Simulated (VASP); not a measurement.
The system is Bi.

```xyz
1
Lattice="-2.0600 2.0600 2.0600 2.0600 -2.0600 2.0600 2.0600 2.0600 -2.0600" Properties=species:S:1:pos:R:3 pbc="T T T"
Bi    0.0000    0.0000    0.0000
```

This isn't the form of Bi at room conditions, which is rhombohedral.

```yaml
Program: VASP 6.6.1
Task: relaxation of cell and atoms
Functional: PBEsol
Potentials_or_basis: VASP PAW PBE potentials, release 64 (Bi_d)
Cutoff: 500 eV
k_mesh: 9 × 9 × 9
Occupations: fermi-dirac, width 0.1 eV
Spin: no spin polarisation
```

At the start: pressure -6.4 GPa; volume 34.97 Å³/atom.

**Question.** How do energy, volume and symmetry change on relaxing?

**Answer.** Over 3 steps the energy falls by 115.6 meV/atom and the volume is 29.99 Å³/atom (-14.2 %); space group Im-3m (No. 229, to 0.1 Å) before and after.

Step by step:
```
step  energy change (eV)  largest force (eV/Å)  pressure (GPa)  volume (Å³)
   1              0.0000                0.0000           -6.45        34.97
   2             -0.0964                0.0000            3.89        28.32
   3             -0.1156                0.0000           -0.01        29.99
```

Final structure:
```
Bi
1.0
    -1.95722    1.95722    1.95722
     1.95722   -1.95722    1.95722
     1.95722    1.95722   -1.95722
Bi
1
Direct
  0.00000 0.00000 0.00000
```

Caveat: the PAW data sets were made with another functional, which shifts forces and pressure a little.
